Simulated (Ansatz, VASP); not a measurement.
Two plane-wave programs on Sn3Te

```
CELL_PARAMETERS angstrom
4.86562 0.00000 0.00000
0.00000 4.86562 0.00000
0.00000 0.00000 4.86562
ATOMIC_POSITIONS crystal
Sn 0.50000 0.50000 0.00000
Sn 0.50000 0.00000 0.50000
Sn 0.00000 0.50000 0.50000
Te 0.00000 0.00000 0.00000
```

Alike in both runs: task single point; functional PBE; k mesh 4 × 4 × 4; occupations gaussian, width 0.1 eV; no spin polarisation.

|  | VASP | Ansatz |
| --- | --- | --- |
| version | VASP 6.6.1 | Ansatz 0.2.0 |
| potentials or method | VASP PAW PBE potentials, release 64 (Sn_d, Te), cutoff 520 eV | scalar-relativistic, plane waves, PAW |
| valence electrons in the cell | 48 | 58 |

```tsv
	VASP	Ansatz	Ansatz less VASP
gap on the k mesh at the Fermi level (eV)	none	none	-
pressure (GPa)	-0.1	-0.1	+0.03
```

A gap of «none» marks a metal or a gap that the smearing closes. VASP's potentials hold 48 valence electrons a cell and Ansatz's 58, so a difference there can come from the potentials and not from the codes.

Spin-orbit coupling is off throughout.
